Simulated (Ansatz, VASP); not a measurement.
# SrO in VASP and in Ansatz

```xyz
4
Lattice="3.5768 0.0000 0.0000 -1.7884 3.0976 0.0000 0.0000 0.0000 6.2430" Properties=species:S:1:pos:R:3 pbc="T T T"
Sr    0.0000    2.0651    1.5607
Sr    1.7884    1.0325    4.6822
O     0.0000    0.0000    0.0000
O     0.0000    0.0000    3.1215
```

Alike in both runs: functional PBE; k mesh 9 × 9 × 4; occupations gaussian, width 0.02 eV; no spin polarisation.

Ansatz relaxed the structure, and its values are those at the end. VASP's run is a single point on that final structure, the one shown.

```csv
,VASP,Ansatz
version,VASP 6.6.1,Ansatz 0.2.0
potentials or method,"VASP PAW PBE potentials, release 64 (Sr_sv, O), cutoff 520 eV","scalar-relativistic, plane waves, PAW"
valence electrons in the cell,32,32
```

|  | VASP | Ansatz | Ansatz less VASP |
| --- | --- | --- | --- |
| gap on the k mesh at the Fermi level (eV) | 2.97 | 2.97 | +0.004 |
| least direct gap on the mesh (eV) | 2.97 | 2.97 | +0.004 |
| pressure (GPa) | 0.5 | 0.0 | -0.52 |

The functional is the same, so the differences come from potentials, cutoffs and numerics.
